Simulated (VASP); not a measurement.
Zn15Se16 (a cell with a defect), 31 atoms in the cell. The cell holds a defect, 31 atoms: a = 9.928 Å, b = 9.928 Å, c = 9.928 Å, α = 109.47°, β = 109.47°, γ = 109.47°. 

| Item | Value |
| --- | --- |
| Program | VASP 6.6.1 |
| Task | single point |
| Functional | PBE |
| Potentials or basis | VASP PAW PBE potentials, release 64 (Zn, Se) |
| Cutoff | 520 eV |
| k mesh | 2 × 2 × 2, shifted |
| Occupations | gaussian, width 0.02 eV |
| Spin | no spin polarisation |
| Dipole correction | no |
| Charge | -2 |
| Further INCAR settings | LREAL = Auto; ALGO = Normal; EDIFF = 1e-06; NBANDS = 159; NELECT = 278.0 |

Potentials or basis: VASP PAW PBE potentials, release 64 (Zn, Se).

Run with:

```console
$ cat potpaw_PBE.64/Zn/POTCAR potpaw_PBE.64/Se/POTCAR > POTCAR
$ mpirun -np 1 vasp_std > vasp.out
```

Hardware: 1 thread of Intel(R) Xeon(R) Platinum 8488C (Sapphire Rapids), on a shared host.

Question: How long does it take, and how much memory?

Answer: It took 17 min on 1 thread of Intel(R) Xeon(R) Platinum 8488C (Sapphire Rapids) (shared host), peak memory 1.1 GiB. Counts: scf iterations 17, k points 3.
